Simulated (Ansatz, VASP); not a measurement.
Two plane-wave programs on ReS

```
CELL_PARAMETERS angstrom
0.00000 2.46170 2.46170
2.46170 0.00000 2.46170
2.46170 2.46170 0.00000
ATOMIC_POSITIONS crystal
Re 0.00000 0.00000 0.00000
S 0.50000 0.50000 0.50000
```

Alike in both runs: task single point; functional PBE; k mesh 14 × 14 × 14; occupations gaussian, width 0.1 eV; collinear spin.

|  | VASP | Ansatz |
| --- | --- | --- |
| version | VASP 6.6.1 | Ansatz 0.2.0 |
| potentials or method | VASP PAW PBE potentials, release 64 (Re_sv_GW, S), cutoff 500 eV | scalar-relativistic, plane waves, PAW |
| valence electrons in the cell | 21 | 21 |

|  | VASP | Ansatz | Ansatz less VASP |
| --- | --- | --- | --- |
| gap on the k mesh at the Fermi level (eV) | none | none | - |
| pressure (GPa) | 0.2 | 1.3 | +1.10 |
| net moment per atom (μB) | 0.45 | 0.43 | -0.020 |
| size of the moment on the site where the two differ most (μB) | 0.84 | 0.62 | -0.217 |

Site moments also hang on the region over which each program counts them. A gap of «none» marks a metal or a gap that the smearing closes.

Neither program's run includes spin-orbit coupling.
